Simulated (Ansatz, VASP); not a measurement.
## Two plane-wave programs on TeW

```xyz
2
Lattice="0.0000 3.0593 3.0593 3.0593 0.0000 3.0593 3.0593 3.0593 0.0000" Properties=species:S:1:pos:R:3 pbc="T T T"
Te    4.5889    4.5889    4.5889
W     0.0000    0.0000    0.0000
```

Change from the starting cell: species swapped into the ZnO type (F-43m, No. 216).

Alike in both runs: functional PBE; k mesh 6 × 6 × 6; occupations gaussian, width 0.2 eV; no spin polarisation.

Ansatz relaxed the structure, and its values are those at the end. VASP's run is a single point on that final structure, the one shown.

```csv
,VASP,Ansatz
version,VASP 6.6.1,Ansatz 0.2.0
potentials or method,"VASP PAW PBE potentials, release 64 (Te, W_sv), cutoff 500 eV","scalar-relativistic, plane waves, PAW"
valence electrons in the cell,20,30
```

```csv
,VASP,Ansatz,Ansatz less VASP
gap on the k mesh at the Fermi level (eV),none,none,-
pressure (GPa),-0.8,-0.8,+0.01
```

A gap of «none» marks a metal or a gap that the smearing closes. With one functional, cell and mesh, what is left measures potentials, basis and numerics. VASP's potentials hold 20 valence electrons a cell and Ansatz's 30, so a difference there can come from the potentials and not from the codes.

Spin-orbit coupling is off throughout.
